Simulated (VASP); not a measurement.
# MgS (gw) (Immm) in VASP: single point with PBEsol

Aim: the single point of MgS (gw) with PBEsol.

All numbers are computed with VASP 6.6.1; they aren't measurements. Logs are shortened: lines on timing, memory, paths and dates and some standing lists are left out, and cuts for length are marked.

**1. The cell of the first run**

It takes space group Immm (No. 71, orthorhombic). Conventional cell: a = 3.628 Å, b = 3.673 Å, c = 5.193 Å, α = 90.00°, β = 90.00°, γ = 90.00°. Within 3.4 Å of Mg (site symmetry mmm) lie 6 S at 2.58 to 2.60 Å. Within 3.4 Å of S (site symmetry mmm) lie 6 Mg at 2.58 to 2.60 Å.

**2. Single point, PBEsol**

File INCAR:

```
SYSTEM = MgS
PREC     = Accurate       ! precision mode
ENCUT    = 600            ! plane-wave cutoff, eV
EDIFF    = 1E-6           ! SCF threshold, eV
ISMEAR   = 0              ! smearing method
SIGMA    = 0.01           ! smearing width, eV
LREAL    = .False.        ! projectors in reciprocal space
LASPH    = .True.         ! aspherical terms in the spheres
NELM     = 120            ! most SCF steps
ALGO     = Normal         ! electronic algorithm
ISIF     = 2              ! what is computed and relaxed
LWAVE    = .False.        ! write WAVECAR
LCHARG   = .False.        ! write CHGCAR
GGA      = PS             ! functional
NBANDS   = 11             ! bands
GGA_COMPAT= .False.
```

File KPOINTS:

```
regular mesh
0
Gamma
  4 4 4
  0 0 0
```

File POSCAR:

```
MgS
1.0
   -0.0159617068      2.5812596481      2.5965821782
    2.5812596481     -0.0159617068      2.5965821782
    2.5652979412      2.5652979412      0.0000000000
Mg S
1 1
Direct
    0.0000000000      0.0000000000      0.0000000000
    0.5000000000      0.5000000000      0.5000000000
```

Potentials or basis: VASP PAW PBE potentials, release 64 (Mg, S).

Run with:

```bash
$ cat potpaw_PBE.64/Mg/POTCAR potpaw_PBE.64/S/POTCAR > POTCAR
$ mpirun -np 1 vasp_std > vasp.out
```

OUTCAR:

```text
SYSTEM = MgS
   PREC = Accurate
   ENCUT = 600
   EDIFF = 1E-6
   ISMEAR = 0
   LREAL = .False.
   LASPH = .True.
   NELM = 120
   ISIF = 2
   GGA = PS

 ion  position               nearest neighbor table
   1  0.000  0.000  0.000-   2 2.58   2 2.58   2 2.58   2 2.58   2 2.60   2 2.60
   2  0.500  0.500  0.500-   1 2.58   1 2.58   1 2.58   1 2.58   1 2.60   1 2.60

  LATTYP: Found a body centered orthorhombic cell.
 ALAT       =     3.6278791400
 B/A-ratio  =     1.0124443298
 C/A-ratio  =     1.4314601331

  Lattice vectors:

 A1 = (   0.0159617068,  -2.5812596481,  -2.5965821782)
 A2 = (  -0.0159617069,   2.5812596480,  -2.5965821782)
 A3 = (   2.5812596481,  -0.0159617068,   2.5965821782)

Analysis of symmetry for initial positions (statically):
=====================================================================
 Subroutine PRICEL returns:
 Original cell was already a primitive cell.

 Routine SETGRP: Setting up the symmetry group for a
 body centered orthorhombic supercell.

 Subroutine GETGRP returns: Found  8 space group operations
 (whereof  8 operations were pure point group operations)
 out of a pool of  8 trial point group operations.

The static configuration has the point symmetry D_2h.

Analysis of symmetry for dynamics (positions and initial velocities):
=====================================================================
 Subroutine PRICEL returns:
 Original cell was already a primitive cell.

 Routine SETGRP: Setting up the symmetry group for a
 body centered orthorhombic supercell.

 Subroutine GETGRP returns: Found  8 space group operations
 (whereof  8 operations were pure point group operations)
 out of a pool of  8 trial point group operations.

The dynamic configuration has the point symmetry D_2h.

 Subroutine INISYM returns: Found  8 space group operations
 (whereof  8 operations are pure point group operations),
 and found     1 'primitive' translations

----------------------------------------------------------------------------------------

                                     Primitive cell

  volume of cell :      34.6002

  direct lattice vectors                    reciprocal lattice vectors
    -0.015961707  2.581259648  2.596582178    -0.192513433  0.192513433  0.192560823
     2.581259648 -0.015961707  2.596582178     0.192513433 -0.192513433  0.192560823
     2.565297941  2.565297941  0.000000000     0.194909134  0.194909134 -0.192560823

  length of vectors
     3.661337891  3.661337891  3.627879140     0.333470410  0.333470410  0.336242192
[... 82 lines left out ...]
   POTIM  = 0.5000    time-step for ionic-motion
   TEBEG  =    0.0;   TEEND  =   0.0 temperature during run
   PSTRESS=    0.0 pullay stress
   NELECT =       8.0000    total number of electrons
   NUPDOWN=      -1.0000    fix difference up-down
   EMIN   =  10.00;   EMAX   =-10.00  energy-range for DOS
   EFERMI =   0.00;   METHOD = LEGACY
   ISMEAR =     0;   SIGMA  =   0.01  broadening in eV -4-tet -1-fermi 0-gaus
   EFERMI_NEDOS =   21; number of points for ismear=-14 and -15
   IALGO  =     38    algorithm
   IMIX   =      4    mixing-type and parameters
     AMIX     =   0.40;   BMIX     =  1.00
     AMIX_MAG =   1.60;   BMIX_MAG =  1.00
  volume/ion in A,a.u.               =      17.30       116.75
  Fermi-wavevector in a.u.,A,eV,Ry     =   1.004797  1.898792 13.736687  1.009618
  Thomas-Fermi vector in A             =   2.137436
   LORBIT       =      0    0 simple, 1 ext, 2 COOP (PROOUT), +10 PAW based schemes
   GGA     = PS    functional components
   LHFCALC =     F    Hartree Fock is set to
   AEXX    =    0.0000 exact exchange contribution
   IVDW    =     0    specifies the selected vdW correction
   LEPSILON=     F    determine dielectric tensor
   LRPA    =     F    only Hartree local field effects (RPA)
 non-spin polarized calculation
 Gauss-broadening in eV      SIGMA  =   0.01
  energy-cutoff  :      600.00
  volume of cell :       34.60
 maximum number of plane-waves:      1175
 NGX is ok and might be reduce to    30
   NGX = 15   NGY = 15   NGZ = 15

 number of electron       8.0000000 magnetization

 Free energy of the ion-electron system (eV)
  ---------------------------------------------------
  ext. energy  EPLUGINS =         0.00000000
  ---------------------------------------------------
  free energy    TOTEN  =        -9.02129882 eV

  energy without entropy =       -9.02129882  energy(sigma->0) =       -9.02129882

 E-fermi :   3.9978     XC(G=0):  -9.9029

 val. band max:        3.9165748804   @ k =   0.0000   0.0000   0.0000
 cond. band min:       6.5688509198   @ k =   0.5000  -0.0000   0.5000
 fundamental gap:      2.6522760394
 Fermi energy:         3.9977736990

 k-point     1 :       0.0000    0.0000    0.0000
  band No.  band energies     occupation
      1      -8.9223      2.00000
      2       3.7997      2.00000
      3       3.8825      2.00000
      4       3.9166      2.00000
      5       7.5819      0.00000
      6      11.6011      0.00000
      7      11.6486      0.00000
      8      11.8153      0.00000
      9      14.1351      0.00000
     10      14.2213      0.00000
     11      16.1738      0.00000
[... 225 lines left out ...]
 k-point    18 :      -0.2500    0.2500    0.5000
  band No.  band energies     occupation
      1      -7.0953      2.00000
      2       0.4739      2.00000
      3       0.4931      2.00000
      4       1.4384      2.00000
      5       9.0921      0.00000
      6      11.6689      0.00000
      7      11.7097      0.00000
      8      11.8511      0.00000
      9      18.1348      0.00000
     10      18.4157      0.00000
     11      19.6079      0.00000

------------------------ aborting loop because EDIFF is reached ----------------------------------------

  FORCE on cell =-STRESS in cart. coord.  units (eV):
  Direction    XX          YY          ZZ          XY          YZ          ZX
  --------------------------------------------------------------------------------------
  -------------------------------------------------------------------------------------
  Total        0.1926751      0.1926751      0.0471448      0.1496141      0.0000000      0.0000000
  in kB        8.9218975      8.9218975      2.1830594      6.9279404      0.0000000      0.0000000
  external PRESSURE =       6.6756181 kB  Pullay stress =       0.0000000 kB

 VOLUME and BASIS-vectors are now :
 -----------------------------------------------------------------------------
  energy-cutoff  :      600.00
  volume of cell :       34.60
      direct lattice vectors                 reciprocal lattice vectors
    -0.015961707  2.581259648  2.596582178    -0.192513433  0.192513433  0.192560823
     2.581259648 -0.015961707  2.596582178     0.192513433 -0.192513433  0.192560823
     2.565297941  2.565297941  0.000000000     0.194909134  0.194909134 -0.192560823

 POSITION                                       TOTAL-FORCE (eV/Angst)
 -----------------------------------------------------------------------------------
      0.00000      0.00000      0.00000         0.000000     -0.000000      0.000000
      2.56530      2.56530      2.59658        -0.000000      0.000000      0.000000
 -----------------------------------------------------------------------------------
    total drift:                               -0.000000     -0.000000      0.000000

  FREE ENERGIE OF THE ION-ELECTRON SYSTEM (eV)
  ---------------------------------------------------
  free  energy   TOTEN  =        -9.0212988151 eV

  energy  without entropy=       -9.0212988151  energy(sigma->0) =       -9.02129882
```

OSZICAR:

```text
N       E                     dE             d eps       ncg     rms          rms(c)
DAV:   1     0.225657418471E+02    0.22566E+02   -0.39726E+03   404   0.677E+02
DAV:   2    -0.799115438988E+01   -0.30557E+02   -0.28408E+02   524   0.103E+02
DAV:   3    -0.939701341818E+01   -0.14059E+01   -0.14032E+01   482   0.232E+01
DAV:   4    -0.940554263689E+01   -0.85292E-02   -0.85282E-02   474   0.216E+00
DAV:   5    -0.940561335480E+01   -0.70718E-04   -0.70716E-04   509   0.197E-01    0.413E+00
DAV:   6    -0.906800841775E+01    0.33760E+00   -0.69354E-01   450   0.328E+00    0.317E+00
DAV:   7    -0.902372197195E+01    0.44286E-01   -0.19716E-01   456   0.189E+00    0.195E+00
DAV:   8    -0.902141271769E+01    0.23093E-02   -0.10145E-02   462   0.586E-01    0.698E-01
DAV:   9    -0.902130035506E+01    0.11236E-03   -0.30554E-04   468   0.108E-01    0.341E-01
DAV:  10    -0.902129845011E+01    0.19050E-05   -0.98660E-05   481   0.449E-02    0.505E-03
DAV:  11    -0.902129881508E+01   -0.36497E-06   -0.12412E-06   424   0.685E-03
   1 F= -.90212988E+01 E0= -.90212988E+01  d E =-.204707E-32
```

stdout:

```text
POSCAR found type information on POSCAR MgS
 POSCAR found :  2 types and       2 ions
 scaLAPACK will be used
 -----------------------------------------------------------------------------
|                                                                             |
|                                                                             |
|     You enforced a specific xc type in the INCAR file but a different       |
|     I HOPE YOU KNOW WHAT YOU ARE DOING!                                     |
|                                                                             |
 -----------------------------------------------------------------------------

 LDA part: xc-table for (Slater+PW92), standard interpolation
 POSCAR, INCAR and KPOINTS ok, starting setup
 FFT: planning ... GRIDC
 FFT: planning ... GRID_SOFT
 FFT: planning ... GRID
 WAVECAR not read
 entering main loop
```

Run time: 9.7 s. Hardware: 1 thread of Intel Xeon Platinum 8259CL at 2.50GHz (Skylake/Cascade Lake), shared host; peak memory 0.16 GiB.

Results:

```yaml
Free_energy: -9.0213 eV
Pressure: 0.7 GPa
Band_gap_on_the_k_mesh: 2.65 eV, indirect (least direct gap 3.67 eV)
```

Stress tensor (GPa, compression positive):
```
0.89 0.69 0.00
0.69 0.89 0.00
0.00 0.00 0.22
```

Levels at points of the mesh, in eV from the valence-band top:
| k point | band 2 | band 3 | band 4 | band 5 | band 6 | band 7 |
| --- | --- | --- | --- | --- | --- | --- |
| (0.00, 0.00, 0.00) | -0.12 | -0.03 | 0.00 | 3.67 | 7.68 | 7.73 |
| (0.50, 0.00, 0.00) | -5.08 | -0.68 | -0.61 | 4.40 | 6.75 | 6.90 |
| (0.50, 0.50, 0.00) | -4.42 | -1.87 | -1.71 | 2.68 | 4.14 | 11.95 |
| (0.00, 0.00, 0.50) | -5.04 | -0.72 | -0.69 | 4.31 | 6.71 | 6.73 |
| (0.50, 0.00, 0.50) | -4.42 | -1.84 | -1.79 | 2.65 | 4.11 | 12.00 |

Caveat: the k points lie up to 0.53 Å⁻¹ apart; the PAW data sets were made with another functional, which shifts forces and pressure a little.
